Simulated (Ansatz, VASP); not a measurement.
# One calculation of Ta, two programs

The input INCAR:

```
SYSTEM = Ta
PREC     = Accurate       ! precision mode
ENCUT    = 520            ! plane-wave cutoff, eV
EDIFF    = 1E-6           ! SCF threshold, eV
ISMEAR   = 0              ! smearing method
SIGMA    = 0.15           ! smearing width, eV
LREAL    = .FALSE.        ! projectors in reciprocal space
LASPH    = .TRUE.         ! aspherical terms in the spheres
NELM     = 100            ! most SCF steps
ALGO     = Fast           ! electronic algorithm
ISIF     = 2              ! what is computed and relaxed
LWAVE    = .FALSE.        ! write WAVECAR
LCHARG   = .TRUE.         ! write CHGCAR
GGA      = PE             ! functional
LELF     = .TRUE.         ! ELF
LVHAR    = .TRUE.       
NBANDS   = 12             ! bands
```

File KPOINTS:

```
Automatic mesh
0
G
  18 18 18
  0 0 0
```

Contents of POSCAR:

```
Ta
1.0
   -1.5682119726      1.6594835689      1.7839448366
    1.5682119726     -1.6594835689      1.7839448366
    1.5682119726      1.6594835689     -1.7839448366
Ta
1
Direct
    0.0000000000      0.0000000000      0.0000000000
```

Input for Ansatz:

```yaml
crystal:
  lattice:
    - [-1.5682119726, 1.6594835689, 1.7839448366]
    - [1.5682119726, -1.6594835689, 1.7839448366]
    - [1.5682119726, 1.6594835689, -1.7839448366]
  atoms:
    - { symbol: Ta, position: [0.0, 0.0, 0.0] }
basis:
  ecutwfc: 420
kpoints:
  mp_grid: { grid: [18, 18, 18] }
hamiltonian:
  xc: pbe
  pseudopotentials: { kind: paw, azcp: { folder: soft_1 } }
scf:
  occupations: { method: gaussian, width: 0.15 }
output:
  forces: true
  stress: true
  eigenvalues: true
```

Change from the starting cell: normal strain along x -0.0550, normal strain along z +0.0750.

Alike in both runs: task single point; functional PBE; k mesh 18 × 18 × 18; occupations gaussian, width 0.15 eV; no spin polarisation.

|  | VASP | Ansatz |
| --- | --- | --- |
| version | VASP 6.6.1 | Ansatz 0.2.0 |
| potentials or method | VASP PAW PBE potentials, release 64 (Ta_pv), cutoff 520 eV | scalar-relativistic, plane waves, PAW |
| valence electrons in the cell | 11 | 13 |

|  | VASP | Ansatz | Ansatz less VASP |
| --- | --- | --- | --- |
| gap on the k mesh at the Fermi level (eV) | none | none | - |
| pressure (GPa) | -1.8 | -1.8 | -0.03 |
| traceless stress, the component that is largest in VASP (GPa) | -5.79 | -5.79 | +0.001 |

A gap of «none» marks a metal or a gap that the smearing closes. VASP's potentials hold 11 valence electrons a cell and Ansatz's 13, so a difference there can come from the potentials and not from the codes.

Neither program's run includes spin-orbit coupling.
